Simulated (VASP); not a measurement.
# SnSe (CsCl type) (Pm-3m) in VASP: a series of runs

The runs below take SnSe (CsCl type) through single point, with PBE.

Everything below comes from runs of VASP 6.6.1. Logs are shortened: lines on timing, memory, paths and dates and some standing lists are left out, and cuts for length are marked.

## Step 1: The cell of the first run

Symmetry: Pm-3m, No. 221, cubic system. Conventional cell: a = 3.268 Å, b = 3.268 Å, c = 3.268 Å, α = 90.00°, β = 90.00°, γ = 90.00°. Sn (site symmetry m-3m) has 8 Se at 2.83 Å and 6 Sn at 3.27 Å within 3.7 Å. Within 3.7 Å of Se (site symmetry m-3m) lie 8 Sn at 2.83 Å and 6 Se at 3.27 Å.

## Step 2: Single point, PBE (volume scaled by 0.7)

The input, INCAR:

```
  PREC = Accurate
  ENCUT = 520
  EDIFF = 1E-6
  ISMEAR = -1
  SIGMA = 0.1
  LREAL = F
  LASPH = T
  NELM = 80
  ALGO = Normal
  ISIF = 2
  LWAVE = F
  LCHARG = F
  GGA = PE
  NBANDS = 17
```

The input, KPOINTS:

```
Automatic mesh
0
Gamma
  14 14 14
```

The input, POSCAR:

```
SnSe
1.0
    3.2675276093      0.0000000000      0.0000000000
    0.0000000000      3.2675276093      0.0000000000
    0.0000000000      0.0000000000      3.2675276093
Sn Se
1 1
Direct
    0.0000000000      0.0000000000      0.0000000000
    0.5000000000      0.5000000000      0.5000000000
```

Potentials or basis: VASP PAW PBE potentials, release 64 (Sn_d, Se).

Launch:

```console
cat potpaw_PBE.64/Sn_d/POTCAR potpaw_PBE.64/Se/POTCAR > POTCAR
mpirun -np 1 vasp_std > vasp.out
```

OUTCAR:

```text
PREC = Accurate
   ENCUT = 520
   EDIFF = 1E-6
   ISMEAR = -1
   LREAL = F
   LASPH = T
   NELM = 80
   ISIF = 2
   GGA = PE

 ion  position               nearest neighbor table
   1  0.000  0.000  0.000-   2 2.83   2 2.83   2 2.83   2 2.83   2 2.83   2 2.83   2 2.83   2 2.83

   2  0.500  0.500  0.500-   1 2.83   1 2.83   1 2.83   1 2.83   1 2.83   1 2.83   1 2.83   1 2.83

  LATTYP: Found a simple cubic cell.
 ALAT       =     3.2675276093

  Lattice vectors:

 A1 = (   3.2675276093,   0.0000000000,   0.0000000000)
 A2 = (   0.0000000000,   3.2675276093,   0.0000000000)
 A3 = (   0.0000000000,   0.0000000000,   3.2675276093)

Analysis of symmetry for initial positions (statically):
=====================================================================
 Subroutine PRICEL returns:
 Original cell was already a primitive cell.

 Routine SETGRP: Setting up the symmetry group for a
 simple cubic supercell.

 Subroutine GETGRP returns: Found 48 space group operations
 (whereof 48 operations were pure point group operations)
 out of a pool of 48 trial point group operations.

The static configuration has the point symmetry O_h .

Analysis of symmetry for dynamics (positions and initial velocities):
=====================================================================
 Subroutine PRICEL returns:
 Original cell was already a primitive cell.

 Routine SETGRP: Setting up the symmetry group for a
 simple cubic supercell.

 Subroutine GETGRP returns: Found 48 space group operations
 (whereof 48 operations were pure point group operations)
 out of a pool of 48 trial point group operations.

The dynamic configuration has the point symmetry O_h .

 Subroutine INISYM returns: Found 48 space group operations
 (whereof 48 operations are pure point group operations),
 and found     1 'primitive' translations

----------------------------------------------------------------------------------------

                                     Primitive cell

  volume of cell :      34.8865

  direct lattice vectors                    reciprocal lattice vectors
     3.267527609  0.000000000  0.000000000     0.306041790  0.000000000  0.000000000
     0.000000000  3.267527609  0.000000000     0.000000000  0.306041790  0.000000000
     0.000000000  0.000000000  3.267527609     0.000000000  0.000000000  0.306041790

  length of vectors
     3.267527609  3.267527609  3.267527609     0.306041790  0.306041790  0.306041790

  position of ions in fractional coordinates (direct lattice)
     0.000000000  0.000000000  0.000000000
     0.500000000  0.500000000  0.500000000

  ion indices of the primitive-cell ions
   primitive index   ion index
                 1           1
                 2           2

----------------------------------------------------------------------------------------

 KPOINTS: Automatic mesh

Automatic generation of k-mesh.
 Grid dimensions read from file:
 generate k-points for:   14   14   14

 Generating k-lattice:

  Cartesian coordinates                     Fractional coordinates (reciprocal lattice)
     0.021860128  0.000000000  0.000000000     0.071428571  0.000000000  0.000000000
     0.000000000  0.021860128  0.000000000     0.000000000  0.071428571  0.000000000
     0.000000000  0.000000000  0.021860128     0.000000000  0.000000000  0.071428571

  Length of vectors
     0.021860128  0.021860128  0.021860128

  Shift w.r.t. Gamma in fractional coordinates (k-lattice)
     0.000000000  0.000000000  0.000000000

 Subroutine IBZKPT returns following result:
 ===========================================

 Found    120 irreducible k-points:

 Following reciprocal coordinates:
            Coordinates               Weight
  0.000000  0.000000  0.000000      1.000000
  0.071429  0.000000  0.000000      6.000000
  0.142857  0.000000  0.000000      6.000000
  0.214286  0.000000  0.000000      6.000000
  0.285714  0.000000  0.000000      6.000000
  0.357143  0.000000  0.000000      6.000000
[... 16 lines left out ...]
  0.285714  0.214286  0.000000     24.000000
  0.357143  0.214286  0.000000     24.000000
 [... further k-points ...]
   k-points           NKPTS =    120   k-points in BZ     NKDIM =    120   number of bands    NBANDS=     17
   number of dos      NEDOS =    301   number of ions     NIONS =      2
   total plane-waves  NPLWV =  13824
   dimension x,y,z NGX =    24 NGY =   24 NGZ =   24
   dimension x,y,z NGXF=    48 NGYF=   48 NGZF=   48
   ions per type =               1   1
   NGX,Y,Z   is equivalent  to a cutoff of  12.21, 12.21, 12.21 a.u.
   NGXF,Y,Z  is equivalent  to a cutoff of  24.42, 24.42, 24.42 a.u.
 SYSTEM =  unknown system
   PREC   = accura    normal or accurate (medium, high low for compatibility)
   ISTART =      0    job   : 0-new  1-cont  2-samecut
   ICHARG =      2    charge: 1-file 2-atom 10-const
   ISPIN  =      1    spin polarized calculation?
   LNONCOLLINEAR =      F non collinear calculations
   LSORBIT =      F    spin-orbit coupling
   LASPH  =      T    aspherical Exc in radial PAW
   ENCUT  =  520.0 eV  38.22 Ry    6.18 a.u.   6.08  6.08  6.08*2*pi/ulx,y,z
   NELM   =     80;   NELMIN=  2; NELMDL= -5     # of ELM steps
   EDIFF  = 0.1E-05   stopping-criterion for ELM
   LREAL  =      F    real-space projection
   EDIFFG = 0.1E-04   stopping-criterion for IOM
   NSW    =      0    number of steps for IOM
   IBRION =     -1    ionic relax: 0-MD 1-quasi-New 2-CG
   NFREE  =      0    steps in history (QN), initial steepest desc. (CG)
   ISIF   =      2    stress and relaxation
   ISYM   =      2    0-nonsym 1-usesym 2-fastsym
   POTIM  = 0.5000    time-step for ionic-motion
   TEBEG  =    0.0;   TEEND  =   0.0 temperature during run
   PSTRESS=    0.0 pullay stress
   NELECT =      20.0000    total number of electrons
   NUPDOWN=      -1.0000    fix difference up-down
   EMIN   =  10.00;   EMAX   =-10.00  energy-range for DOS
   EFERMI =   0.00;   METHOD = LEGACY
   ISMEAR =    -1;   SIGMA  =   0.10  broadening in eV -4-tet -1-fermi 0-gaus
   EFERMI_NEDOS =   21; number of points for ismear=-14 and -15
   IALGO  =     38    algorithm
   IMIX   =      4    mixing-type and parameters
     AMIX     =   0.40;   BMIX     =  1.00
     AMIX_MAG =   1.60;   BMIX_MAG =  1.00
  volume/ion in A,a.u.               =      17.44       117.71
  Fermi-wavevector in a.u.,A,eV,Ry     =   1.359979  2.569988 25.164562  1.849543
  Thomas-Fermi vector in A             =   2.486681
   LORBIT       =      0    0 simple, 1 ext, 2 COOP (PROOUT), +10 PAW based schemes
   GGA     = PE    functional components
   LHFCALC =     F    Hartree Fock is set to
   AEXX    =    0.0000 exact exchange contribution
   IVDW    =     0    specifies the selected vdW correction
   LEPSILON=     F    determine dielectric tensor
   LRPA    =     F    only Hartree local field effects (RPA)
 non-spin polarized calculation
  energy-cutoff  :      520.00
  volume of cell :       34.89
 maximum number of plane-waves:       968
   NGX = 13   NGY = 13   NGZ = 13

 number of electron      19.9999996 magnetization

 Free energy of the ion-electron system (eV)
  ---------------------------------------------------
  ext. energy  EPLUGINS =         0.00000000
  ---------------------------------------------------
  free energy    TOTEN  =        -6.42739943 eV

  energy without entropy =       -6.40398048  energy(sigma->0) =       -6.41568995

 E-fermi :  11.4117     XC(G=0): -11.9388

 val. band max:       11.3677149690   @ k =   0.3571   0.0714   0.0000
 cond. band min:      11.4267961713   @ k =   0.2857   0.0714   0.0714
 fundamental gap:      0.0590812023
 Fermi energy:        11.4117374770

 k-point     1 :       0.0000    0.0000    0.0000
  band No.  band energies     occupation
      1     -10.7461      2.00000
      2     -10.7461      2.00000
      3     -10.5190      2.00000
      4     -10.5190      2.00000
      5     -10.5190      2.00000
      6      -5.7205      2.00000
[... 9 lines left out ...]
     16      25.1995      0.00000
     17      25.1995      0.00000

 k-point     2 :       0.0714    0.0000    0.0000
  band No.  band energies     occupation
      1     -10.7454      2.00000
      2     -10.7367      2.00000
      3     -10.5229      2.00000
      4     -10.5229      2.00000
      5     -10.5186      2.00000
      6      -5.6583      2.00000
[... 9 lines left out ...]
     16      24.7930      0.00000
     17      24.8206      0.00000

 k-point     3 :       0.1429    0.0000    0.0000
  band No.  band energies     occupation
      1     -10.7434      2.00000
      2     -10.7105      2.00000
      3     -10.5339      2.00000
      4     -10.5339      2.00000
      5     -10.5177      2.00000
      6      -5.4737      2.00000
[... 9 lines left out ...]
     16      23.6874      0.00000
     17      24.6419      0.00000

 k-point     4 :       0.2143    0.0000    0.0000
  band No.  band energies     occupation
      1     -10.7406      2.00000
      2     -10.6727      2.00000
      3     -10.5497      2.00000
      4     -10.5497      2.00000
      5     -10.5164      2.00000
      6      -5.1750      2.00000
[... 9 lines left out ...]
     16      22.3244      0.00000
     17      24.8759      0.00000

 k-point     5 :       0.2857    0.0000    0.0000
  band No.  band energies     occupation
      1     -10.7374      2.00000
      2     -10.6309      2.00000
      3     -10.5671      2.00000
      4     -10.5671      2.00000
      5     -10.5148      2.00000
      6      -4.7814      2.00000
[... 9 lines left out ...]
     16      21.1043      0.00000
     17      25.3843      0.00000

 k-point     6 :       0.3571    0.0000    0.0000
  band No.  band energies     occupation
      1     -10.7346      2.00000
      2     -10.5933      2.00000
      3     -10.5827      2.00000
      4     -10.5827      2.00000
      5     -10.5135      2.00000
      6      -4.3367      2.00000
[... 9 lines left out ...]
     16      22.9052      0.00000
     17      25.4510      0.00000

 k-point     7 :       0.4286    0.0000    0.0000
  band No.  band energies     occupation
      1     -10.7326      2.00000
      2     -10.5935      2.00000
      3     -10.5935      2.00000
      4     -10.5672      2.00000
      5     -10.5126      2.00000
      6      -3.9392      2.00000
[... 9 lines left out ...]
     16      25.2893      0.00000
     17      25.5009      0.00000

 k-point     8 :       0.5000    0.0000    0.0000
  band No.  band energies     occupation
      1     -10.7319      2.00000
      2     -10.5973      2.00000
      3     -10.5973      2.00000
      4     -10.5580      2.00000
      5     -10.5122      2.00000
      6      -3.7666      2.00000
[... 9 lines left out ...]
     16      25.5196      0.00000
     17      27.8404      0.00000
[... 203 lines left out ...]
      1     -10.7096      2.00000
      2     -10.6120      2.00000
      3     -10.5799      2.00000
      4     -10.5773      2.00000
      5     -10.5266      2.00000
      6      -4.0849      2.00000
[... 9 lines left out ...]
     16      22.9557      0.00000
     17      23.1923      0.00000

 k-point    20 :       0.4286    0.1429    0.0000
  band No.  band energies     occupation
      1     -10.7073      2.00000
      2     -10.6250      2.00000
      3     -10.5903      2.00000
      4     -10.5510      2.00000
      5     -10.5254      2.00000
      6      -3.6904      2.00000
[... 9 lines left out ...]
     16      23.3385      0.00000
     17      24.9083      0.00000

 k-point    21 :       0.5000    0.1429    0.0000
  band No.  band energies     occupation
      1     -10.7065      2.00000
      2     -10.6297      2.00000
      3     -10.5940      2.00000
      4     -10.5416      2.00000
      5     -10.5250      2.00000
      6      -3.5199      2.00000
[... 9 lines left out ...]
     16      23.5312      0.00000
     17      25.2977      0.00000

 k-point    22 :       0.2143    0.2143    0.0000
  band No.  band energies     occupation
      1     -10.7028      2.00000
      2     -10.6292      2.00000
      3     -10.5948      2.00000
      4     -10.5482      2.00000
      5     -10.5426      2.00000
      6      -4.6217      2.00000
[... 9 lines left out ...]
     16      21.8514      0.00000
     17      22.2806      0.00000

 k-point    23 :       0.2857    0.2143    0.0000
  band No.  band energies     occupation
      1     -10.6937      2.00000
      2     -10.6200      2.00000
      3     -10.5917      2.00000
      4     -10.5623      2.00000
      5     -10.5425      2.00000
      6      -4.2271      2.00000
[... 9 lines left out ...]
     16      21.6487      0.00000
     17      22.1928      0.00000

 k-point    24 :       0.3571    0.2143    0.0000
  band No.  band energies     occupation
      1     -10.6882      2.00000
      2     -10.6423      2.00000
      3     -10.5768      2.00000
      4     -10.5552      2.00000
      5     -10.5405      2.00000
      6      -3.7862      2.00000
[... 9 lines left out ...]
     16      22.3646      0.00000
     17      23.2129      0.00000

 [... further k-points ...]

------------------------ aborting loop because EDIFF is reached ----------------------------------------

  FORCE on cell =-STRESS in cart. coord.  units (eV):
  Direction    XX          YY          ZZ          XY          YZ          ZX
  --------------------------------------------------------------------------------------
  -------------------------------------------------------------------------------------
  Total        8.5140122      8.5140122      8.5140122      0.0000000      0.0000000     -0.0000000
  in kB      391.0092712    391.0092712    391.0092712      0.0000000      0.0000000     -0.0000000
  external PRESSURE =     391.0092712 kB  Pullay stress =       0.0000000 kB

 VOLUME and BASIS-vectors are now :
 -----------------------------------------------------------------------------
  energy-cutoff  :      520.00
  volume of cell :       34.89
      direct lattice vectors                 reciprocal lattice vectors
     3.267527609  0.000000000  0.000000000     0.306041790  0.000000000  0.000000000
     0.000000000  3.267527609  0.000000000     0.000000000  0.306041790  0.000000000
     0.000000000  0.000000000  3.267527609     0.000000000  0.000000000  0.306041790

 POSITION                                       TOTAL-FORCE (eV/Angst)
 -----------------------------------------------------------------------------------
      0.00000      0.00000      0.00000         0.000000      0.000000      0.000000
      1.63376      1.63376      1.63376         0.000000      0.000000      0.000000
 -----------------------------------------------------------------------------------
    total drift:                                0.000000      0.000000      0.000000

  FREE ENERGIE OF THE ION-ELECTRON SYSTEM (eV)
  ---------------------------------------------------
  free  energy   TOTEN  =        -6.4273994303 eV

  energy  without entropy=       -6.4039804788  energy(sigma->0) =       -6.41568995
```

Run time: 24 s. Hardware: 1 thread of Intel Xeon Platinum 8259CL at 2.50GHz (Skylake/Cascade Lake), shared host; peak memory 0.19 GiB.

What came out:

* Free energy: -6.4274 eV
* Pressure: 39.1 GPa
* Band gap on the k mesh: zero (band 10 reaches 12.36 eV, above the bottom of band 11 at 8.61 eV)

Levels at points of the mesh, in eV from the Fermi level:
```tsv
k point	band 6	band 7	band 8	band 9	band 10	band 11	band 12	band 13	band 14	band 15
(0.00, 0.00, 0.00)	-17.13	-4.80	-3.35	-3.35	-3.35	3.20	3.20	8.75	8.75	8.75
(0.50, 0.00, 0.00)	-15.18	-11.19	-1.28	-1.28	0.19	1.73	3.17	3.17	4.99	7.57
(0.50, 0.50, 0.00)	-13.46	-7.98	-7.98	-7.03	-0.70	5.06	5.06	6.32	6.81	8.70
(0.50, 0.50, 0.50)	-12.71	-5.05	-5.05	-5.05	-3.82	-2.80	-2.80	-2.80	18.15	18.15
```

Caveat: spin-orbit coupling is left out, which moves the levels of the heavy elements.

## Step 3: Single point, PBE (volume scaled by 0.8)

The input, INCAR:

```
ALGO     = Normal         # electronic algorithm
EDIFF    = 1E-6           # SCF threshold, eV
ENCUT    = 520            # plane-wave cutoff, eV
GGA      = PE             # functional
ISIF     = 2              # what is computed and relaxed
ISMEAR   = -1             # smearing method
LASPH    = True           # aspherical terms in the spheres
LCHARG   = False          # write CHGCAR
LREAL    = False          # projectors in reciprocal space
LWAVE    = False          # write WAVECAR
NBANDS   = 17             # bands
NELM     = 100            # most SCF steps
PREC     = Accurate       # precision mode
SIGMA    = 0.1            # smearing width, eV
```

The input, KPOINTS:

```
k-points
0
Gamma
  14 14 14
```

The input, POSCAR:

```
SnSe
1.0
    3.4162521252      0.0000000000      0.0000000000
    0.0000000000      3.4162521252      0.0000000000
    0.0000000000      0.0000000000      3.4162521252
Sn Se
1 1
Direct
    0.0000000000      0.0000000000      0.0000000000
    0.5000000000      0.5000000000      0.5000000000
```

Potentials or basis: VASP PAW PBE potentials, release 64 (Sn_d, Se).

Launch:

```console
cat potpaw_PBE.64/Sn_d/POTCAR potpaw_PBE.64/Se/POTCAR > POTCAR
mpirun -np 1 vasp_std > vasp.out
```

It took 50 s on 1 thread of Intel Xeon Platinum 8259CL at 2.50GHz (Skylake/Cascade Lake), shared host; peak memory 0.22 GiB.

The run converged. Its results:

* Free energy: -7.2792 eV
* Pressure: 17.8 GPa
* Band gap on the k mesh: zero (band 10 reaches 9.85 eV, above the bottom of band 11 at 7.19 eV)

Levels at points of the mesh, in eV from the Fermi level:
```
           k point  band 6  band 7  band 8  band 9  band 10  band 11  band 12  band 13  band 14  band 15
(0.00, 0.00, 0.00)  -15.67   -5.26   -2.75   -2.75    -2.75     3.69     3.69     7.60     7.60     7.60
(0.50, 0.00, 0.00)  -14.12   -9.97   -1.04   -1.04     0.01     1.13     3.19     3.19     5.59     7.53
(0.50, 0.50, 0.00)  -12.90   -6.74   -6.74   -6.58    -0.51     4.71     4.71     5.69     6.66     8.64
(0.50, 0.50, 0.50)  -12.29   -4.23   -4.23   -4.23    -4.08    -2.07    -2.07    -2.07    16.39    16.39
```

Caveat: spin-orbit coupling is left out, which moves the levels of the heavy elements.

## Step 4: Single point, PBE (volume scaled by 0.9)

The input, INCAR:

```
SYSTEM = SnSe
PREC = Accurate ; ENCUT = 520
EDIFF = 1E-6 ; ISMEAR = -1
SIGMA = 0.1 ; LREAL = .FALSE.
LASPH = .TRUE. ; NELM = 60
ALGO = Normal ; ISIF = 2
LWAVE = .FALSE. ; LCHARG = .FALSE.
GGA = PE ; NBANDS = 17
```

The input, KPOINTS:

```
regular mesh
0
G
  14 14 14
  0 0 0
```

The input, POSCAR:

```
SnSe
1.0
    3.5530453906      0.0000000000      0.0000000000
    0.0000000000      3.5530453906      0.0000000000
    0.0000000000      0.0000000000      3.5530453906
Sn Se
1 1
Direct
    0.0000000000      0.0000000000      0.0000000000
    0.5000000000      0.5000000000      0.5000000000
```

Launch:

```console
cat potpaw_PBE.64/Sn_d/POTCAR potpaw_PBE.64/Se/POTCAR > POTCAR
mpirun -np 1 vasp_std > vasp.out
```

It took 51 s on 1 thread of Intel Xeon Platinum 8259CL at 2.50GHz (Skylake/Cascade Lake), shared host; peak memory 0.22 GiB.

Results (log left out):

- Free energy: -7.6379 eV
- Pressure: 6.3 GPa
- Band gap on the k mesh: zero (band 10 reaches 7.95 eV, above the bottom of band 11 at 6.06 eV)

Levels at points of the mesh, in eV from the Fermi level:
```csv
k point,band 6,band 7,band 8,band 9,band 10,band 11,band 12,band 13,band 14,band 15
"(0.00, 0.00, 0.00)",-14.55,-5.56,-2.26,-2.26,-2.26,4.09,4.09,6.73,6.73,6.73
"(0.50, 0.00, 0.00)",-13.31,-9.04,-0.81,-0.81,-0.07,0.70,3.17,3.17,6.05,7.50
"(0.50, 0.50, 0.00)",-12.42,-6.27,-5.76,-5.76,-0.34,4.38,4.38,5.17,6.55,8.60
"(0.50, 0.50, 0.50)",-11.93,-4.31,-3.55,-3.55,-3.55,-1.50,-1.50,-1.50,15.02,15.02
```

Caveat: spin-orbit coupling is left out, which moves the levels of the heavy elements.

## Step 5: Summary

```csv
cell,gap on the mesh (eV),pressure (GPa)
"a = 3.268 Å, 2 atoms",none,39.1
"a = 3.416 Å, 2 atoms",none,17.8
"a = 3.553 Å, 2 atoms",none,6.3
```

Alike in all rows: task single point; level PBE; potentials or basis VASP PAW PBE potentials, release 64 (Sn_d, Se); no spin polarisation; k mesh 14 × 14 × 14; cutoff (eV) 520; smearing fermi-dirac 0.1 eV.

Caveats: spin-orbit coupling is left out, which moves the levels of the heavy elements.

Absolute energies hang on the potentials; compare differences alone.
